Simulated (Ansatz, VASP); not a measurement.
# H: VASP beside Ansatz

File INCAR:

```
PREC = Accurate
ENCUT = 450
EDIFF = 1E-7
ISMEAR = -1
SIGMA = 0.02
LREAL = F
LASPH = T
NELM = 120
ALGO = Normal
ISIF = 2
LWAVE = F
LCHARG = F
GGA = PE
IVDW = 12
IBRION = 2
NSW = 35
EDIFFG = -0.3
GGA_COMPAT = F
NELMIN = 4
```

File KPOINTS:

```
Automatic mesh
0
Gamma
  1 1 1
```

The input POSCAR:

```
H
1.0
    7.3434200000      0.0000000000      0.0000000000
    0.0000000000      7.3434200000      0.0000000000
    0.0000000000      0.0000000000      7.3434200000
H
24
Direct
    0.3312279000      0.5987643000      0.4517467000
    0.2390229000      0.5591584000      0.4491655000
    0.6637032000      0.2129061000      0.5434820000
    0.6670387000      0.2163780000      0.4432129000
    0.2640231000      0.1313423000      0.7332189000
    0.2648779000      0.1147752000      0.6342145000
    0.9026829000      0.5865194000      0.6379515000
    0.9459497000      0.6519867000      0.7005541000
    0.9083561000      0.8040109000      0.0584903000
    0.8921638000      0.7701185000     -0.0346020000
    0.3480637000      0.5377207000      0.7295371000
    0.3534604000      0.4419241000      0.7000252000
    0.1652000000      0.6040662000      0.9305812000
    0.1481531000      0.6537171000      0.8450169000
    0.1086734000      0.7644922000      0.5595537000
    0.0356127000      0.8332860000      0.5569850000
    0.9571051000      0.0683246000      0.4920504000
    0.9253313000      0.1083184000      0.5784678000
    0.6515121000      0.6668113000      0.5906224000
    0.7071021000      0.6922338000      0.5109951000
    0.8701475000      0.1509217000      0.1472791000
    0.9401188000      0.2075429000      0.1917214000
    0.9563695000      0.3731833000      0.8982675000
    0.8999883000      0.3475480000      0.8192671000
```

Input for Ansatz:

```yaml
crystal:
  lattice:
    - [7.34342, 0.0, 0.0]
    - [0.0, 7.34342, 0.0]
    - [0.0, 0.0, 7.34342]
  atoms:
    - { symbol: H, position: [0.3312279, 0.5987643, 0.4517467] }
    - { symbol: H, position: [0.2390229, 0.5591584, 0.4491655] }
    - { symbol: H, position: [0.6637032, 0.2129061, 0.543482] }
    - { symbol: H, position: [0.6670387, 0.216378, 0.4432129] }
    - { symbol: H, position: [0.2640231, 0.1313423, 0.7332189] }
    - { symbol: H, position: [0.2648779, 0.1147752, 0.6342145] }
    - { symbol: H, position: [0.9026829, 0.5865194, 0.6379515] }
    - { symbol: H, position: [0.9459497, 0.6519867, 0.7005541] }
    - { symbol: H, position: [0.9083561, 0.8040109, 0.0584903] }
    - { symbol: H, position: [0.8921638, 0.7701185, -0.034602] }
    - { symbol: H, position: [0.3480637, 0.5377207, 0.7295371] }
    - { symbol: H, position: [0.3534604, 0.4419241, 0.7000252] }
    - { symbol: H, position: [0.1652, 0.6040662, 0.9305812] }
    - { symbol: H, position: [0.1481531, 0.6537171, 0.8450169] }
    - { symbol: H, position: [0.1086734, 0.7644922, 0.5595537] }
    - { symbol: H, position: [0.0356127, 0.833286, 0.556985] }
    - { symbol: H, position: [0.9571051, 0.0683246, 0.4920504] }
    - { symbol: H, position: [0.9253313, 0.1083184, 0.5784678] }
    - { symbol: H, position: [0.6515121, 0.6668113, 0.5906224] }
    - { symbol: H, position: [0.7071021, 0.6922338, 0.5109951] }
    - { symbol: H, position: [0.8701475, 0.1509217, 0.1472791] }
    - { symbol: H, position: [0.9401188, 0.2075429, 0.1917214] }
    - { symbol: H, position: [0.9563695, 0.3731833, 0.8982675] }
    - { symbol: H, position: [0.8999883, 0.347548, 0.8192671] }
basis:
  ecutwfc: 420.0
kpoints:
  mp_grid: { grid: [1, 1, 1] }
hamiltonian:
  xc: pbe
  dispersion: d3bj
scf:
  occupations: { method: fermi_dirac, width: 0.02 }
  lower_state_search: "off"
relax:
  f_tol: 0.3
  max_steps: 15
  adjacent_minimum: "off"
output:
  write_density: true
  write_potential: true
  elf: true
  volumetric_format: npy
```

Alike in both runs: task relaxation of the atoms; functional PBE; dispersion D3(BJ); k mesh 1 × 1 × 1; occupations fermi-dirac, width 0.02 eV; no spin polarisation.

```csv
,VASP,Ansatz
version,VASP 6.6.1,Ansatz 0.2.0
potentials or method,"VASP PAW PBE potentials, release 64 (H), cutoff 450 eV","scalar-relativistic, plane waves, PAW"
valence electrons in the cell,24,24
```

|  | VASP | Ansatz | Ansatz less VASP |
| --- | --- | --- | --- |
| gap on the k mesh at the Fermi level, each at its own relaxed structure (eV) | 7.56 | 8.81 | +1.249 |

Ansatz's warnings: xc potential rough in thin density.
